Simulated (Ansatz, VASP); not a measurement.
## Hf3N4 in VASP and in Ansatz

```
CELL_PARAMETERS angstrom
-3.35050 3.35050 3.35050
3.35050 -3.35050 3.35050
3.35050 3.35050 -3.35050
ATOMIC_POSITIONS crystal
Hf 0.25000 0.62500 0.37500
Hf 0.37500 0.25000 0.62500
Hf 0.75000 0.87500 0.12500
Hf 0.12500 0.75000 0.87500
Hf 0.62500 0.37500 0.25000
Hf 0.87500 0.12500 0.75000
N 0.12600 0.12600 0.12600
N 0.87400 0.50000 0.00000
N 0.50000 0.00000 0.37400
N 0.00000 0.87400 0.50000
N 0.37400 0.50000 0.00000
N 0.62600 0.62600 0.62600
N 0.00000 0.37400 0.50000
N 0.50000 0.00000 0.87400
```

Alike in both runs: task relaxation of cell and atoms; functional PBEsol; k mesh 6 × 6 × 6; occupations gaussian, width 0.02 eV; no spin polarisation.

```csv
,VASP,Ansatz
version,VASP 6.6.1,Ansatz 0.2.0
potentials or method,"VASP PAW PBE potentials, release 64 (Hf_pv, N), cutoff 600 eV","scalar-relativistic, plane waves, PAW"
valence electrons in the cell,100,196
```

```csv
,VASP,Ansatz,Ansatz less VASP
"gap on the k mesh at the Fermi level, each at its own relaxed structure (eV)",1.03,1.02,-0.006
relaxed volume (Å³/atom),10.40,10.51,+0.104
relaxed length of the cell vector where the two differ most in proportion (Å),5.741,5.760,+0.0190
```

VASP's potentials were made for PBE, not for PBEsol. VASP's potentials hold 100 valence electrons a cell and Ansatz's 196, so a difference there can come from the potentials and not from the codes.

Spin-orbit coupling is off throughout.
